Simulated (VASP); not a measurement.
Crystal: Ta.

```
Ta
1.0
    -1.65128    1.65128    1.65128
     1.65128   -1.65128    1.65128
     1.65128    1.65128   -1.65128
Ta
1
Direct
  0.00000 0.00000 0.00000
```

```yaml
Program: VASP 6.6.1
Task: relaxation of cell and atoms
Functional: BLYP
Dispersion: D3(BJ)
Potentials_or_basis: VASP PAW PBE potentials, release 64 (Ta_pv)
Cutoff: 600 eV
k_mesh: 11 × 11 × 11
Occupations: fermi-dirac, width 0.05 eV
Spin: no spin polarisation
```

At the start: pressure -5.3 GPa; volume 18.01 Å³/atom.

**Question.** Where does the relaxation end?

**Answer.** Over 4 steps the energy falls by 7.9 meV/atom and the volume is 17.55 Å³/atom (-2.6 %); space group Im-3m (No. 229, to 0.05 Å).

Step by step:
| step | energy change (eV) | largest force (eV/Å) | pressure (GPa) | volume (Å³) |
| --- | --- | --- | --- | --- |
| 1 | 0.0000 | 0.0000 | -5.34 | 18.01 |
| 2 | 0.0405 | 0.0000 | 15.40 | 16.49 |
| 3 | -0.0079 | 0.0000 | -0.13 | 17.56 |
| 4 | -0.0079 | 0.0000 | -0.02 | 17.55 |

Final structure:
```cif
data_structure
_symmetry_space_group_name_H-M 'P 1'
_symmetry_Int_Tables_number 1
_cell_length_a 2.8356
_cell_length_b 2.8356
_cell_length_c 2.8356
_cell_angle_alpha 109.471
_cell_angle_beta 109.471
_cell_angle_gamma 109.471
_cell_volume 17.55
loop_
_atom_site_label
_atom_site_type_symbol
_atom_site_fract_x
_atom_site_fract_y
_atom_site_fract_z
_atom_site_occupancy
Ta1 Ta 0.00000 0.00000 0.00000 1
```

Caveat: the PAW data sets were made with another functional, which shifts forces and pressure a little; pairwise dispersion overbinds metals, which lowers pressure and volume.
